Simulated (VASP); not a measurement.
# PbSe (Pm-3m) in VASP: single point with LDA

Aim: the single point of PbSe with LDA.

Program: VASP 6.6.1. These are calculated values, not measurements. Logs are shortened: lines on timing, memory, paths and dates and some standing lists are left out, and cuts for length are marked.

**1. The cell of the first run**

Symmetry: Pm-3m, No. 221, cubic system. The conventional cell has a = 3.784 Å, b = 3.784 Å, c = 3.784 Å, α = 90.00°, β = 90.00°, γ = 90.00°. Within 4.3 Å of Pb (site symmetry m-3m) lie 8 Se at 3.28 Å and 6 Pb at 3.78 Å. Within 4.3 Å of Se (site symmetry m-3m) lie 8 Pb at 3.28 Å and 6 Se at 3.78 Å.

**2. Single point, LDA**

Input file INCAR:

```
SYSTEM = PbSe
PREC     = Accurate       ! precision mode
ENCUT    = 500            ! plane-wave cutoff, eV
EDIFF    = 1E-6           ! SCF threshold, eV
ISMEAR   = 0              ! smearing method
SIGMA    = 0.01           ! smearing width, eV
LREAL    = .FALSE.        ! projectors in reciprocal space
LASPH    = .TRUE.         ! aspherical terms in the spheres
NELM     = 120            ! most SCF steps
ALGO     = Normal         ! electronic algorithm
ISIF     = 2              ! what is computed and relaxed
LWAVE    = .FALSE.        ! write WAVECAR
LCHARG   = .FALSE.        ! write CHGCAR
GGA      = CA             ! functional
NBANDS   = 17             ! bands
GGA_COMPAT= .FALSE.
```

Input file KPOINTS:

```
Automatic mesh
0
G
  2 2 2
  0 0 0
```

Input file POSCAR:

```
PbSe
1.0
    3.7843220000      0.0000000000      0.0000000000
    0.0000000000      3.7843220000      0.0000000000
    0.0000000000      0.0000000000      3.7843220000
Pb Se
1 1
Direct
    0.0000000000      0.0000000000      0.0000000000
    0.5000000000      0.5000000000      0.5000000000
```

Potentials or basis: VASP PAW LDA potentials, release 64 (Pb_d, Se).

Run with:

```bash
cat potpaw_LDA.64/Pb_d/POTCAR potpaw_LDA.64/Se/POTCAR > POTCAR
mpirun -np 1 vasp_std > vasp.out
```

OUTCAR:

```text
SYSTEM = PbSe
   PREC = Accurate
   ENCUT = 500
   EDIFF = 1E-6
   ISMEAR = 0
   LREAL = .FALSE.
   LASPH = .TRUE.
   NELM = 120
   ISIF = 2
   GGA = CA

 ion  position               nearest neighbor table
   1  0.000  0.000  0.000-   2 3.28   2 3.28   2 3.28   2 3.28   2 3.28   2 3.28   2 3.28   2 3.28

   2  0.500  0.500  0.500-   1 3.28   1 3.28   1 3.28   1 3.28   1 3.28   1 3.28   1 3.28   1 3.28

  LATTYP: Found a simple cubic cell.
 ALAT       =     3.7843220000

  Lattice vectors:

 A1 = (   3.7843220000,   0.0000000000,   0.0000000000)
 A2 = (   0.0000000000,   3.7843220000,   0.0000000000)
 A3 = (   0.0000000000,   0.0000000000,   3.7843220000)

Analysis of symmetry for initial positions (statically):
=====================================================================
 Subroutine PRICEL returns:
 Original cell was already a primitive cell.

 Routine SETGRP: Setting up the symmetry group for a
 simple cubic supercell.

 Subroutine GETGRP returns: Found 48 space group operations
 (whereof 48 operations were pure point group operations)
 out of a pool of 48 trial point group operations.

The static configuration has the point symmetry O_h .

Analysis of symmetry for dynamics (positions and initial velocities):
=====================================================================
 Subroutine PRICEL returns:
 Original cell was already a primitive cell.

 Routine SETGRP: Setting up the symmetry group for a
 simple cubic supercell.

 Subroutine GETGRP returns: Found 48 space group operations
 (whereof 48 operations were pure point group operations)
 out of a pool of 48 trial point group operations.

The dynamic configuration has the point symmetry O_h .

 Subroutine INISYM returns: Found 48 space group operations
 (whereof 48 operations are pure point group operations),
 and found     1 'primitive' translations

----------------------------------------------------------------------------------------

                                     Primitive cell

  volume of cell :      54.1956

  direct lattice vectors                    reciprocal lattice vectors
     3.784322000  0.000000000  0.000000000     0.264248127  0.000000000  0.000000000
     0.000000000  3.784322000  0.000000000     0.000000000  0.264248127  0.000000000
     0.000000000  0.000000000  3.784322000     0.000000000  0.000000000  0.264248127

  length of vectors
     3.784322000  3.784322000  3.784322000     0.264248127  0.264248127  0.264248127

[... 58 lines left out ...]
   NELM   =    120;   NELMIN=  2; NELMDL= -5     # of ELM steps
   EDIFF  = 0.1E-05   stopping-criterion for ELM
   LREAL  =      F    real-space projection
   EDIFFG = 0.1E-04   stopping-criterion for IOM
   NSW    =      0    number of steps for IOM
   IBRION =     -1    ionic relax: 0-MD 1-quasi-New 2-CG
   NFREE  =      0    steps in history (QN), initial steepest desc. (CG)
   ISIF   =      2    stress and relaxation
   ISYM   =      2    0-nonsym 1-usesym 2-fastsym
   POTIM  = 0.5000    time-step for ionic-motion
   TEBEG  =    0.0;   TEEND  =   0.0 temperature during run
   PSTRESS=    0.0 pullay stress
   NELECT =      20.0000    total number of electrons
   NUPDOWN=      -1.0000    fix difference up-down
   EMIN   =  10.00;   EMAX   =-10.00  energy-range for DOS
   EFERMI =   0.00;   METHOD = LEGACY
   ISMEAR =     0;   SIGMA  =   0.01  broadening in eV -4-tet -1-fermi 0-gaus
   EFERMI_NEDOS =   21; number of points for ismear=-14 and -15
   IALGO  =     38    algorithm
   IMIX   =      4    mixing-type and parameters
     AMIX     =   0.40;   BMIX     =  1.00
     AMIX_MAG =   1.60;   BMIX_MAG =  1.00
  volume/ion in A,a.u.               =      27.10       182.87
  Fermi-wavevector in a.u.,A,eV,Ry     =   1.174258  2.219025 18.760817  1.378881
  Thomas-Fermi vector in A             =   2.310658
   LORBIT       =      0    0 simple, 1 ext, 2 COOP (PROOUT), +10 PAW based schemes
   GGA     = CA    functional components
   LHFCALC =     F    Hartree Fock is set to
   AEXX    =    0.0000 exact exchange contribution
   IVDW    =     0    specifies the selected vdW correction
   LEPSILON=     F    determine dielectric tensor
   LRPA    =     F    only Hartree local field effects (RPA)
 non-spin polarized calculation
 Gauss-broadening in eV      SIGMA  =   0.01
  energy-cutoff  :      500.00
  volume of cell :       54.20
 maximum number of plane-waves:      1406
 NGX is ok and might be reduce to    28
   NGX = 13   NGY = 13   NGZ = 13

 number of electron      20.0000006 magnetization

 Free energy of the ion-electron system (eV)
  ---------------------------------------------------
  ext. energy  EPLUGINS =         0.00000000
  ---------------------------------------------------
  free energy    TOTEN  =        -7.64247583 eV

  energy without entropy =       -7.64247583  energy(sigma->0) =       -7.64247583

 E-fermi :   4.9026     XC(G=0): -10.2333

 val. band max:        4.8420567026   @ k =   0.5000   0.0000   0.0000
 cond. band min:       5.0301440146   @ k =   0.5000   0.5000   0.0000
 fundamental gap:      0.1880873121
 Fermi energy:         4.9025866637

 k-point     1 :       0.0000    0.0000    0.0000
  band No.  band energies     occupation
      1     -11.4235      2.00000
      2     -11.4235      2.00000
      3     -11.2797      2.00000
      4     -11.2797      2.00000
      5     -11.2797      2.00000
      6      -8.1395      2.00000
[... 57 lines left out ...]
      4     -11.2245      2.00000
      5     -11.2245      2.00000
      6      -6.3032      2.00000
[... 9 lines left out ...]
     16      18.8041      0.00000
     17      22.4071      0.00000

------------------------ aborting loop because EDIFF is reached ----------------------------------------

  FORCE on cell =-STRESS in cart. coord.  units (eV):
  Direction    XX          YY          ZZ          XY          YZ          ZX
  --------------------------------------------------------------------------------------
  -------------------------------------------------------------------------------------
  Total       -0.4609963     -0.4609963     -0.4609963      0.0000000     -0.0000000      0.0000000
  in kB      -13.6283669    -13.6283669    -13.6283669      0.0000000     -0.0000000      0.0000000
  external PRESSURE =     -13.6283669 kB  Pullay stress =       0.0000000 kB

 VOLUME and BASIS-vectors are now :
 -----------------------------------------------------------------------------
  energy-cutoff  :      500.00
  volume of cell :       54.20
      direct lattice vectors                 reciprocal lattice vectors
     3.784322000  0.000000000  0.000000000     0.264248127  0.000000000  0.000000000
     0.000000000  3.784322000  0.000000000     0.000000000  0.264248127  0.000000000
     0.000000000  0.000000000  3.784322000     0.000000000  0.000000000  0.264248127

 POSITION                                       TOTAL-FORCE (eV/Angst)
 -----------------------------------------------------------------------------------
      0.00000      0.00000      0.00000         0.000000      0.000000      0.000000
      1.89216      1.89216      1.89216         0.000000      0.000000      0.000000
 -----------------------------------------------------------------------------------
    total drift:                               -0.000000      0.000000     -0.000000

  FREE ENERGIE OF THE ION-ELECTRON SYSTEM (eV)
  ---------------------------------------------------
  free  energy   TOTEN  =        -7.6424758340 eV

  energy  without entropy=       -7.6424758340  energy(sigma->0) =       -7.64247583
```

OSZICAR:

```text
N       E                     dE             d eps       ncg     rms          rms(c)
DAV:   1     0.155250999142E+03    0.15525E+03   -0.97236E+03   136   0.123E+03
DAV:   2     0.238688510588E+01   -0.15286E+03   -0.14635E+03   152   0.294E+02
DAV:   3    -0.782047890670E+01   -0.10207E+02   -0.99558E+01   182   0.830E+01
DAV:   4    -0.805242896651E+01   -0.23195E+00   -0.23189E+00   167   0.144E+01
DAV:   5    -0.806293482616E+01   -0.10506E-01   -0.10505E-01   206   0.272E+00    0.377E+00
DAV:   6    -0.778165721215E+01    0.28128E+00   -0.20646E+00   189   0.898E+00    0.521E+00
DAV:   7    -0.764789382697E+01    0.13376E+00   -0.20834E+00   173   0.406E+00    0.800E-01
DAV:   8    -0.764483723086E+01    0.30566E-02   -0.23758E-02   159   0.694E-01    0.459E-01
DAV:   9    -0.764276213316E+01    0.20751E-02   -0.29536E-03   174   0.314E-01    0.192E-01
DAV:  10    -0.764252625799E+01    0.23588E-03   -0.34339E-04   182   0.140E-01    0.780E-02
DAV:  11    -0.764247659546E+01    0.49663E-04   -0.15026E-04   182   0.563E-02    0.154E-02
DAV:  12    -0.764247623326E+01    0.36220E-06   -0.13079E-05   159   0.171E-02    0.750E-03
DAV:  13    -0.764247583398E+01    0.39928E-06   -0.36931E-07    90   0.383E-03
   1 F= -.76424758E+01 E0= -.76424758E+01  d E =-.259086E-18
```

stdout:

```text
POSCAR found type information on POSCAR PbSe
 POSCAR found :  2 types and       2 ions
 scaLAPACK will be used
 LDA part: xc-table for (Slater(with rela. corr.)+CA(PZ))
 , standard interpolation
 POSCAR, INCAR and KPOINTS ok, starting setup
 FFT: planning ... GRIDC
 FFT: planning ... GRID_SOFT
 FFT: planning ... GRID
 WAVECAR not read
 entering main loop
```

Run time: 2.6 s. Hardware: 1 thread of Intel Xeon Platinum 8488C (Sapphire Rapids), shared host; peak memory 0.13 GiB.

Results:

```
Free energy            : -7.6425 eV
Pressure               : -1.4 GPa
Band gap on the k mesh : zero (band 10 reaches 5.03 eV, above the bottom of band 11 at 4.59 eV)
```

Levels at points of the mesh, in eV from the Fermi level:
```
           k point  band 7  band 8  band 9  band 10  band 11  band 12  band 13  band 14
(0.00, 0.00, 0.00)   -6.78   -1.30   -1.30    -1.30     5.38     5.38     6.29     6.29
(0.50, 0.00, 0.00)   -8.61   -0.12   -0.12    -0.06     0.33     3.69     3.69     6.73
(0.50, 0.50, 0.00)   -7.08   -4.12   -4.12     0.13     4.32     4.32     5.29     6.99
(0.50, 0.50, 0.50)   -6.01   -2.15   -2.15    -2.15    -0.31    -0.31    -0.31    13.90
```

Caveat: the k points lie up to 0.83 Å⁻¹ apart; spin-orbit coupling is left out, which moves the levels of the heavy elements.
